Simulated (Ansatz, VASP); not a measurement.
**Two plane-wave programs on Al3In5N8**

```
Al In N
1.0
     0.00000    0.01041   -5.40910
    -6.72450    0.00000    0.00000
     3.36225    5.88724   -0.01119
Al In N
3 5 8
Direct
  0.00223 0.66083 0.33204
  0.00223 0.17121 0.33204
  0.50488 0.33603 0.17205
  0.00516 0.66837 0.83675
  0.00365 0.17356 0.84711
  0.50297 0.83805 0.17611
  0.50314 0.32495 0.65406
  0.50314 0.82911 0.65406
  0.64988 0.63467 0.31430
  0.64988 0.17963 0.31430
  0.61196 0.66767 0.83534
  0.60384 0.18115 0.86230
  0.14459 0.34848 0.19696
  0.09986 0.84844 0.19688
  0.10628 0.31598 0.63784
  0.10628 0.82186 0.63784
```

Alike in both runs: functional PBEsol; k mesh 6 × 6 × 6; occupations gaussian, width 0.02 eV; no spin polarisation.

Ansatz relaxed the structure, and its values are those at the end. VASP's run is a single point on that final structure, the one shown.

|  | VASP | Ansatz |
| --- | --- | --- |
| version | VASP 6.6.1 | Ansatz 0.2.0 |
| potentials or method | VASP PAW PBE potentials, release 64 (Al, In_d, N), cutoff 520 eV | scalar-relativistic, plane waves, PAW |
| valence electrons in the cell | 114 | 114 |

Ansatz gave:

| Property | Result |
| --- | --- |
| gap on the k mesh at the Fermi level (eV) | 0.78 |
| least direct gap on the mesh (eV) | 0.78 |
| pressure (GPa) | 0.0 |
| rms of the force components (eV/Å) | 0.001 |

Problem. Which values does VASP return?

Solution. gap on the k mesh at the Fermi level (eV): 0.77; least direct gap on the mesh (eV): 0.77; pressure (GPa): 0.1; rms of the force components (eV/Å): 0.009.

VASP's potentials were made for PBE, not for PBEsol.
